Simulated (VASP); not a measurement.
Here is a VASP 6.6.1 calculation.

File INCAR:

```
PREC     = Accurate       # precision mode
ENCUT    = 520            # plane-wave cutoff, eV
EDIFF    = 1E-6           # SCF threshold, eV
ISMEAR   = 0              # smearing method
SIGMA    = 0.02           # smearing width, eV
LREAL    = False          # projectors in reciprocal space
LASPH    = True           # aspherical terms in the spheres
NELM     = 100            # most SCF steps
ALGO     = Normal         # electronic algorithm
ISIF     = 2              # what is computed and relaxed
LWAVE    = False          # write WAVECAR
LCHARG   = False          # write CHGCAR
GGA      = PE             # functional
NBANDS   = 15             # bands
```

File KPOINTS:

```
Automatic mesh
0
Gamma
  6 6 6
```

POSCAR

```
KI
1.0
    0.0000000000      3.4771356262      3.4771356262
    3.4771356262      0.0000000000      3.4771356262
    3.4771356262      3.4771356262      0.0000000000
K I
1 1
Direct
    0.0000000000      0.0000000000      0.0000000000
    0.5000000000      0.5000000000      0.5000000000
```

Potentials or basis: VASP PAW PBE potentials, release 64 (K_sv, I).

Launch:

```console
$ cat potpaw_PBE.64/K_sv/POTCAR potpaw_PBE.64/I/POTCAR > POTCAR
$ mpirun -np 1 vasp_std > vasp.out
```

(1) Predict the band gap on the k mesh.

(2) Estimate the pressure.

## Answers

(1) 4.08 eV, direct.

(2) 1.3 GPa.

Caveat: spin-orbit coupling is left out, which moves the levels of the heavy elements.
